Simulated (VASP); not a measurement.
# Co (Fd-3m) in VASP: a series of runs

Runs on Co. Level: LDA. Tasks: single point, relaxation of cell and atoms.

All numbers are computed with VASP 6.6.1; they aren't measurements. Logs are shortened: lines on timing, memory, paths and dates and some standing lists are left out, and cuts for length are marked.

## Step 1: The cell of the first run

The structure is cubic, space group Fd-3m (No. 227). The conventional cell has a = 4.662 Å, b = 4.662 Å, c = 4.662 Å, α = 90.00°, β = 90.00°, γ = 90.00°. Within 2.7 Å of Co (site symmetry -43m) lie 4 Co at 2.02 Å.

## Step 2: Single point, LDA (volume scaled by 0.92)

INCAR reads:

```
SYSTEM = Co
  PREC = Accurate
  ENCUT = 600
  EDIFF = 1E-6
  ISMEAR = -1
  SIGMA = 0.1
  LREAL = .False.
  LASPH = .True.
  NELM = 120
  ALGO = Normal
  ISIF = 2
  LWAVE = .False.
  LCHARG = .False.
  NBANDS = 24
  GGA_COMPAT = .False.
```

KPOINTS reads:

```
regular mesh
0
Gamma
  13 13 13
  0 0 0
```

POSCAR reads:

```
Co
1.0
    0.0000000000      2.3312310714      2.3312310714
    2.3312310714      0.0000000000      2.3312310714
    2.3312310714      2.3312310714      0.0000000000
Co
2
Direct
    0.1250000000      0.1250000000      0.1250000000
    0.8750000000      0.8750000000      0.8750000000
```

Potentials or basis: VASP PAW LDA potentials, release 64 (Co_sv).

Command:

```sh
$ cat potpaw_LDA.64/Co_sv/POTCAR > POTCAR
$ mpirun -np 1 vasp_std > vasp.out
```

OUTCAR:

```text
SYSTEM = Co
   PREC = Accurate
   ENCUT = 600
   EDIFF = 1E-6
   ISMEAR = -1
   LREAL = .False.
   LASPH = .True.
   NELM = 120
   ISIF = 2

 ion  position               nearest neighbor table
   1  0.125  0.125  0.125-   2 2.02   2 2.02   2 2.02   2 2.02
   2  0.875  0.875  0.875-   1 2.02   1 2.02   1 2.02   1 2.02

  LATTYP: Found a face centered cubic cell.
 ALAT       =     4.6624621428

  Lattice vectors:

 A1 = (   0.0000000000,   2.3312310714,   2.3312310714)
 A2 = (   2.3312310714,   0.0000000000,   2.3312310714)
 A3 = (   2.3312310714,   2.3312310714,   0.0000000000)

Analysis of symmetry for initial positions (statically):
=====================================================================
 Subroutine PRICEL returns:
 Original cell was already a primitive cell.

 Routine SETGRP: Setting up the symmetry group for a
 face centered cubic supercell.

 Subroutine GETGRP returns: Found 48 space group operations
 (whereof 12 operations were pure point group operations)
 out of a pool of 48 trial point group operations.

The static configuration has the point symmetry D_3d.
 The point group associated with its full space group is O_h .

Analysis of symmetry for dynamics (positions and initial velocities):
=====================================================================
 Subroutine PRICEL returns:
 Original cell was already a primitive cell.

 Routine SETGRP: Setting up the symmetry group for a
 face centered cubic supercell.

 Subroutine GETGRP returns: Found 48 space group operations
 (whereof 12 operations were pure point group operations)
 out of a pool of 48 trial point group operations.

The dynamic configuration has the point symmetry D_3d.
 The point group associated with its full space group is O_h .

 Subroutine INISYM returns: Found 48 space group operations
 (whereof 12 operations are pure point group operations),
 and found     1 'primitive' translations

----------------------------------------------------------------------------------------

                                     Primitive cell

  volume of cell :      25.3388

  direct lattice vectors                    reciprocal lattice vectors
[... 73 lines left out ...]
   dimension x,y,z NGXF=    56 NGYF=   56 NGZF=   56
   ions per type =               2
   NGX,Y,Z   is equivalent  to a cutoff of  14.12, 14.12, 14.12 a.u.
   NGXF,Y,Z  is equivalent  to a cutoff of  28.24, 28.24, 28.24 a.u.
 SYSTEM =  Co
   PREC   = accura    normal or accurate (medium, high low for compatibility)
   ISTART =      0    job   : 0-new  1-cont  2-samecut
   ICHARG =      2    charge: 1-file 2-atom 10-const
   ISPIN  =      1    spin polarized calculation?
   LNONCOLLINEAR =      F non collinear calculations
   LSORBIT =      F    spin-orbit coupling
   LASPH  =      T    aspherical Exc in radial PAW
   ENCUT  =  600.0 eV  44.10 Ry    6.64 a.u.   6.58  6.58  6.58*2*pi/ulx,y,z
   NELM   =    120;   NELMIN=  2; NELMDL= -5     # of ELM steps
   EDIFF  = 0.1E-05   stopping-criterion for ELM
   LREAL  =      F    real-space projection
   EDIFFG = 0.1E-04   stopping-criterion for IOM
   NSW    =      0    number of steps for IOM
   IBRION =     -1    ionic relax: 0-MD 1-quasi-New 2-CG
   NFREE  =      0    steps in history (QN), initial steepest desc. (CG)
   ISIF   =      2    stress and relaxation
   ISYM   =      2    0-nonsym 1-usesym 2-fastsym
   POTIM  = 0.5000    time-step for ionic-motion
   TEBEG  =    0.0;   TEEND  =   0.0 temperature during run
   PSTRESS=    0.0 pullay stress
   NELECT =      34.0000    total number of electrons
   NUPDOWN=      -1.0000    fix difference up-down
   EMIN   =  10.00;   EMAX   =-10.00  energy-range for DOS
   EFERMI =   0.00;   METHOD = LEGACY
   ISMEAR =    -1;   SIGMA  =   0.10  broadening in eV -4-tet -1-fermi 0-gaus
   EFERMI_NEDOS =   21; number of points for ismear=-14 and -15
   IALGO  =     38    algorithm
   IMIX   =      4    mixing-type and parameters
     AMIX     =   0.40;   BMIX     =  1.00
     AMIX_MAG =   1.60;   BMIX_MAG =  1.00
  volume/ion in A,a.u.               =      12.67        85.50
  Fermi-wavevector in a.u.,A,eV,Ry     =   1.805673  3.412228 44.361192  3.260456
  Thomas-Fermi vector in A             =   2.865322
   LORBIT       =      0    0 simple, 1 ext, 2 COOP (PROOUT), +10 PAW based schemes
   GGA     = CA    functional components
   LHFCALC =     F    Hartree Fock is set to
   AEXX    =    0.0000 exact exchange contribution
   IVDW    =     0    specifies the selected vdW correction
   LEPSILON=     F    determine dielectric tensor
   LRPA    =     F    only Hartree local field effects (RPA)
 non-spin polarized calculation
  energy-cutoff  :      600.00
  volume of cell :       25.34
 maximum number of plane-waves:       877
   NGX = 13   NGY = 13   NGZ = 13

 number of electron      33.9999976 magnetization

 Free energy of the ion-electron system (eV)
  ---------------------------------------------------
  ext. energy  EPLUGINS =         0.00000000
  ---------------------------------------------------
  free energy    TOTEN  =       -13.55888663 eV

  energy without entropy =      -13.44765697  energy(sigma->0) =      -13.50327180

 E-fermi :   9.4091     XC(G=0): -13.0225

 val. band max:        9.3999148540   @ k =  -0.3077   0.3077   0.0769
 cond. band min:       9.4149667569   @ k =  -0.3077   0.2308   0.0000
 fundamental gap:      0.0150519029
 Fermi energy:         9.4091336080

 k-point     1 :       0.0000    0.0000    0.0000
  band No.  band energies     occupation
      1     -85.2769      2.00000
      2     -84.8316      2.00000
      3     -49.2606      2.00000
      4     -49.2606      2.00000
      5     -49.2606      2.00000
      6     -48.6128      2.00000
[... 637 lines left out ...]
     23      21.7416      0.00000
     24      27.0247      0.00000

 [... further k-points ...]
[... 5 lines left out ...]
  --------------------------------------------------------------------------------------
  -------------------------------------------------------------------------------------
  Total        2.1303936      2.1303936      2.1303936     -0.0000000      0.0000000      0.0000000
  in kB      134.7052357    134.7052357    134.7052357     -0.0000000      0.0000000      0.0000000
  external PRESSURE =     134.7052357 kB  Pullay stress =       0.0000000 kB

 VOLUME and BASIS-vectors are now :
 -----------------------------------------------------------------------------
  energy-cutoff  :      600.00
  volume of cell :       25.34
      direct lattice vectors                 reciprocal lattice vectors
     0.000000000  2.331231071  2.331231071    -0.214478953  0.214478953  0.214478953
     2.331231071  0.000000000  2.331231071     0.214478953 -0.214478953  0.214478953
     2.331231071  2.331231071  0.000000000     0.214478953  0.214478953 -0.214478953

 POSITION                                       TOTAL-FORCE (eV/Angst)
 -----------------------------------------------------------------------------------
      0.58281      0.58281      0.58281         0.000000      0.000000      0.000000
      4.07965      4.07965      4.07965        -0.000000     -0.000000     -0.000000
 -----------------------------------------------------------------------------------
    total drift:                                0.000000      0.000000     -0.000000

  FREE ENERGIE OF THE ION-ELECTRON SYSTEM (eV)
  ---------------------------------------------------
  free  energy   TOTEN  =       -13.5588866335 eV

  energy  without entropy=      -13.4476569657  energy(sigma->0) =      -13.50327180
```

OSZICAR:

```text
N       E                     dE             d eps       ncg     rms          rms(c)
DAV:   1     0.651945473909E+03    0.65195E+03   -0.21846E+04  5328   0.503E+03
DAV:   2     0.367192823860E+02   -0.61523E+03   -0.59166E+03  6024   0.112E+03
DAV:   3    -0.143168599501E+02   -0.51036E+02   -0.50384E+02  5264   0.290E+02
DAV:   4    -0.152528206032E+02   -0.93596E+00   -0.93511E+00  5480   0.404E+01
DAV:   5    -0.153322734649E+02   -0.79453E-01   -0.79453E-01  5856   0.178E+01    0.146E+01
DAV:   6    -0.143508262272E+02    0.98145E+00   -0.16049E+01  5776   0.105E+02    0.102E+01
DAV:   7    -0.135743895933E+02    0.77644E+00   -0.34358E+00  5160   0.510E+01    0.154E+00
DAV:   8    -0.135631747029E+02    0.11215E-01   -0.58746E-02  5704   0.350E+00    0.705E-01
DAV:   9    -0.135589728533E+02    0.42018E-02   -0.48957E-03  6632   0.162E+00    0.976E-02
DAV:  10    -0.135588882228E+02    0.84630E-04   -0.28329E-04  5384   0.259E-01    0.290E-02
DAV:  11    -0.135588866381E+02    0.15847E-05   -0.38014E-05  5712   0.182E-01    0.523E-03
DAV:  12    -0.135588866335E+02    0.45902E-08   -0.12386E-06  2904   0.350E-02
   1 F= -.13558887E+02 E0= -.13503272E+02  d E =-.111230E+00
```

It took 45 s on 1 thread of AMD EPYC 9R45 (Zen 5), shared host; peak memory 0.14 GiB.

Results:

- Free energy: -13.5589 eV
- Pressure: 13.5 GPa
- Band gap on the k mesh: zero (band 17 reaches 9.99 eV, above the bottom of band 18 at 8.93 eV)

Levels at points of the mesh, in eV from the Fermi level:
```
           k point  band 15  band 16  band 17  band 18  band 19  band 20
(0.00, 0.00, 0.00)    -1.32    -1.32    -1.32     0.41     0.41    14.87
```

Caveat: the cell differs from its parent crystal (volume scaled by 0.92); the run has no spin polarisation, though such a crystal can be magnetic. Spin polarisation is off, so any magnetic state and its effect on volume and gap are missing.

## Step 3: Single point, LDA (volume scaled by 0.88)

INCAR reads:

```
PREC = Accurate
ENCUT = 600
EDIFF = 1E-6
ISMEAR = -1
SIGMA = 0.1
LREAL = F
LASPH = T
NELM = 120
ALGO = Normal
ISIF = 2
LWAVE = F
LCHARG = T
GGA = CA
LELF = T
LVHAR = T
NBANDS = 24
GGA_COMPAT = F
```

KPOINTS reads:

```
Automatic mesh
0
Gamma
  13 13 13
```

POSCAR reads:

```
Co
1.0
    0.0000000000      2.2969432808      2.2969432808
    2.2969432808      0.0000000000      2.2969432808
    2.2969432808      2.2969432808      0.0000000000
Co
2
Direct
    0.1250000000      0.1250000000      0.1250000000
    0.8750000000      0.8750000000      0.8750000000
```

Potentials or basis: VASP PAW LDA potentials, release 64 (Co_sv).

Command:

```sh
$ cat potpaw_LDA.64/Co_sv/POTCAR > POTCAR
$ mpirun -np 1 vasp_std > vasp.out
```

OUTCAR:

```text
PREC = Accurate
   ENCUT = 600
   EDIFF = 1E-6
   ISMEAR = -1
   LREAL = F
   LASPH = T
   NELM = 120
   ISIF = 2
   GGA = CA

 ion  position               nearest neighbor table
   1  0.125  0.125  0.125-   2 1.99   2 1.99   2 1.99   2 1.99
   2  0.875  0.875  0.875-   1 1.99   1 1.99   1 1.99   1 1.99

  LATTYP: Found a face centered cubic cell.
 ALAT       =     4.5938865616

  Lattice vectors:

[... 188 lines left out ...]
  band No.  band energies     occupation
      1     -84.7347      2.00000
      2     -84.2144      2.00000
      3     -48.7309      2.00000
      4     -48.7309      2.00000
      5     -48.7309      2.00000
      6     -48.0002      2.00000
[... 637 lines left out ...]
     23      22.7133      0.00000
     24      28.1798      0.00000

 [... further k-points ...]
[... 5 lines left out ...]
  --------------------------------------------------------------------------------------
  -------------------------------------------------------------------------------------
  Total        3.7706078      3.7706078      3.7706078     -0.0000000      0.0000000     -0.0000000
  in kB      249.2534218    249.2534218    249.2534218     -0.0000000      0.0000000     -0.0000000
  external PRESSURE =     249.2534218 kB  Pullay stress =       0.0000000 kB

 VOLUME and BASIS-vectors are now :
 -----------------------------------------------------------------------------
  energy-cutoff  :      600.00
  volume of cell :       24.24
      direct lattice vectors                 reciprocal lattice vectors
     0.000000000  2.296943281  2.296943281    -0.217680604  0.217680604  0.217680604
     2.296943281  0.000000000  2.296943281     0.217680604 -0.217680604  0.217680604
     2.296943281  2.296943281  0.000000000     0.217680604  0.217680604 -0.217680604

 POSITION                                       TOTAL-FORCE (eV/Angst)
 -----------------------------------------------------------------------------------
      0.57424      0.57424      0.57424         0.000000      0.000000      0.000000
      4.01965      4.01965      4.01965        -0.000000     -0.000000     -0.000000
 -----------------------------------------------------------------------------------
    total drift:                                0.000000      0.000000     -0.000000

  FREE ENERGIE OF THE ION-ELECTRON SYSTEM (eV)
  ---------------------------------------------------
  free  energy   TOTEN  =       -13.4060297407 eV

  energy  without entropy=      -13.3022008486  energy(sigma->0) =      -13.35411529
```

Run time: 1.8 min. Hardware: 1 thread of AMD EPYC 7R43 (Zen 3), shared host; peak memory 0.13 GiB.

Results:

| Item | Value |
| --- | --- |
| Free energy | -13.4060 eV |
| Pressure | 24.9 GPa |
| Band gap on the k mesh | zero (band 17 reaches 10.71 eV, above the bottom of band 18 at 9.58 eV) |

Levels at points of the mesh, in eV from the Fermi level:
```
           k point  band 13  band 14  band 15  band 16  band 17  band 18  band 19  band 20  band 21  band 22
(0.00, 0.00, 0.00)    -3.69    -3.69    -1.40    -1.40    -1.40     0.44     0.44    15.32    15.32    15.32
```

Caveat: the cell differs from its parent crystal (volume scaled by 0.88); the run has no spin polarisation, though such a crystal can be magnetic.

## Step 4: Single point, LDA (volume scaled by 0.96)

INCAR reads:

```
ALGO     = Normal         # electronic algorithm
EDIFF    = 1E-6           # SCF threshold, eV
ENCUT    = 600            # plane-wave cutoff, eV
GGA      = CA             # functional
GGA_COMPAT= False        
ISIF     = 2              # what is computed and relaxed
ISMEAR   = -1             # smearing method
LASPH    = True           # aspherical terms in the spheres
LCHARG   = False          # write CHGCAR
LREAL    = False          # projectors in reciprocal space
LWAVE    = False          # write WAVECAR
NBANDS   = 24             # bands
NELM     = 120            # most SCF steps
PREC     = Accurate       # precision mode
SIGMA    = 0.1            # smearing width, eV
```

KPOINTS reads:

```
k-points
0
Gamma
  13 13 13
```

POSCAR reads:

```
Co
1.0
    0.0000000000      2.3645388725      2.3645388725
    2.3645388725      0.0000000000      2.3645388725
    2.3645388725      2.3645388725      0.0000000000
Co
2
Direct
    0.1250000000      0.1250000000      0.1250000000
    0.8750000000      0.8750000000      0.8750000000
```

Command:

```sh
$ cat potpaw_LDA.64/Co_sv/POTCAR > POTCAR
$ mpirun -np 1 vasp_std > vasp.out
```

It took 2.2 min on 1 thread of AMD EPYC 7R43 (Zen 3), shared host; peak memory 0.13 GiB.

The run converged. Its results:

```yaml
Free_energy: -13.6402 eV
Pressure: 4.4 GPa
Band_gap_on_the_k_mesh: zero (band 17 reaches 9.32 eV, above the bottom of band 18 at 8.33 eV)
```

Levels at points of the mesh, in eV from the Fermi level:
| k point | band 14 | band 15 | band 16 | band 17 | band 18 | band 19 | band 20 | band 21 |
| --- | --- | --- | --- | --- | --- | --- | --- | --- |
| (0.00, 0.00, 0.00) | -3.32 | -1.25 | -1.25 | -1.25 | 0.38 | 0.38 | 14.44 | 14.44 |

Caveat: the cell differs from its parent crystal (volume scaled by 0.96); the run has no spin polarisation, though such a crystal can be magnetic.

## Step 5: Relaxation of cell and atoms, LDA

This run uses another cell than the first one, of 14.95 Å³/atom, 1.180 times its volume.

INCAR reads:

```
SYSTEM = Co
ALGO     = Normal         ! electronic algorithm
EDIFF    = 1E-7           ! SCF threshold, eV
EDIFFG   = -0.01          ! ionic threshold
ENCUT    = 600            ! plane-wave cutoff, eV
GGA      = CA             ! functional
GGA_COMPAT= .FALSE.      
IBRION   = 2              ! ionic algorithm
ISIF     = 3              ! what is computed and relaxed
ISMEAR   = -1             ! smearing method
LASPH    = .TRUE.         ! aspherical terms in the spheres
LCHARG   = .FALSE.        ! write CHGCAR
LREAL    = .FALSE.        ! projectors in reciprocal space
LWAVE    = .FALSE.        ! write WAVECAR
NELM     = 120            ! most SCF steps
NELMIN   = 4            
NSW      = 80             ! ionic steps
PREC     = Accurate       ! precision mode
SIGMA    = 0.1            ! smearing width, eV
```

KPOINTS reads:

```
k-points
0
G
  11 11 11
  0 0 0
```

POSCAR reads:

```
Co
1.0
    0.0000000000      2.4634331982      2.4634331982
    2.4634331982      0.0000000000      2.4634331982
    2.4634331982      2.4634331982      0.0000000000
Co
2
Direct
    0.1250000000      0.1250000000      0.1250000000
    0.8750000000      0.8750000000      0.8750000000
```

Command:

```sh
$ cat potpaw_LDA.64/Co_sv/POTCAR > POTCAR
$ mpirun -np 1 vasp_std > vasp.out
```

Wall time 2.5 min (1 thread of Intel Xeon Platinum 8259CL at 2.50GHz (Skylake/Cascade Lake), shared host); peak memory 0.16 GiB.

Results (log left out):

| Property | Result |
| --- | --- |
| Free energy | -13.7001 eV |
| Relaxed volume | 13.63 Å³/atom |
| Relaxed cell | a = 3.378 Å, b = 3.378 Å, c = 3.378 Å, α = 60.00°, β = 60.00°, γ = 60.00° |
| Space group after relaxing (to 0.05 Å) | Fd-3m (No. 227) |
| Energy gained by relaxing | 61.2 meV/atom |
| Ionic steps | 4 |
| Pressure after relaxing | 0.0 GPa |
| Band gap on the k mesh | zero (band 17 reaches 8.86 eV, above the bottom of band 18 at 8.08 eV) |

The path:
```
step  energy change (eV)  largest force (eV/Å)  pressure (GPa)  volume (Å³)
   1              0.0000                0.0000          -13.74        29.90
   2              0.0402                0.0000           22.23        24.69
   3             -0.1224                0.0000           -0.41        27.31
   4             -0.1225                0.0000            0.02        27.25
```

Final structure:
```
Co
1.0
     0.00000    2.38845    2.38845
     2.38845    0.00000    2.38845
     2.38845    2.38845    0.00000
Co
2
Cartesian
  0.5971 0.5971 0.5971
  4.1798 4.1798 4.1798
```

Levels at points of the mesh, in eV from the Fermi level:
```csv
k point,band 13,band 14,band 15,band 16,band 17,band 18,band 19,band 20,band 21
"(0.00, 0.00, 0.00)",-3.21,-3.21,-1.20,-1.20,-1.20,0.36,0.36,14.13,14.13
```

Caveat: the run has no spin polarisation, though such a crystal can be magnetic. Spin polarisation is off, so any magnetic state and its effect on volume and gap are missing.

## Step 6: Single point, LDA (volume scaled by 1.04)

INCAR reads:

```
SYSTEM = Co
ALGO = Normal ; EDIFF = 1E-6
ENCUT = 600 ; GGA = CA
GGA_COMPAT = .False. ; ISIF = 2
ISMEAR = -1 ; LASPH = .True.
LCHARG = .False. ; LREAL = .False.
LWAVE = .False. ; NBANDS = 24
NELM = 120 ; PREC = Accurate
SIGMA = 0.1
```

KPOINTS reads:

```
k-points
0
Gamma
  13 13 13
  0 0 0
```

POSCAR reads:

```
Co
1.0
    0.0000000000      2.4284760618      2.4284760618
    2.4284760618      0.0000000000      2.4284760618
    2.4284760618      2.4284760618      0.0000000000
Co
2
Direct
    0.1250000000      0.1250000000      0.1250000000
    0.8750000000      0.8750000000      0.8750000000
```

Potentials or basis: VASP PAW LDA potentials, release 64 (Co_sv).

Command:

```sh
$ cat potpaw_LDA.64/Co_sv/POTCAR > POTCAR
$ mpirun -np 1 vasp_std > vasp.out
```

Wall time 44 s (1 thread of Intel Xeon Platinum 8488C (Sapphire Rapids), shared host); peak memory 0.16 GiB.

Results (log left out):

| Property | Result |
| --- | --- |
| Free energy | -13.6444 eV |
| Pressure | -8.5 GPa |
| Band gap on the k mesh | zero (band 17 reaches 8.16 eV, above the bottom of band 18 at 7.28 eV) |

Levels at points of the mesh, in eV from the Fermi level:
```tsv
k point	band 15	band 16	band 17	band 18	band 19	band 20
(0.00, 0.00, 0.00)	-1.12	-1.12	-1.12	0.33	0.33	13.63
```

Caveat: the cell differs from its parent crystal (volume scaled by 1.04); the run has no spin polarisation, though such a crystal can be magnetic. Spin polarisation is off, so any magnetic state and its effect on volume and gap are missing.

## Step 7: Overview

| task | cell | k mesh | gap on the mesh (eV) | pressure (GPa) |
| --- | --- | --- | --- | --- |
| single point | a = 3.297 Å, angles 60.0°, 2 atoms | 13 × 13 × 13 | none | 13.5 |
| single point | a = 3.248 Å, angles 60.0°, 2 atoms | 13 × 13 × 13 | none | 24.9 |
| single point | a = 3.344 Å, angles 60.0°, 2 atoms | 13 × 13 × 13 | none | 4.4 |
| relaxation of cell and atoms | relaxed from a = 3.484 Å, angles 60.0°, 2 atoms | 11 × 11 × 11 | none | 0.0 |
| single point | a = 3.434 Å, angles 60.0°, 2 atoms | 13 × 13 × 13 | none | -8.5 |

Alike in all rows: level LDA; potentials or basis VASP PAW LDA potentials, release 64 (Co_sv); no spin polarisation; cutoff (eV) 600; smearing fermi-dirac 0.1 eV.

Caveats: the run has no spin polarisation, though such a crystal can be magnetic.

Absolute energies hang on the potentials; compare differences alone.
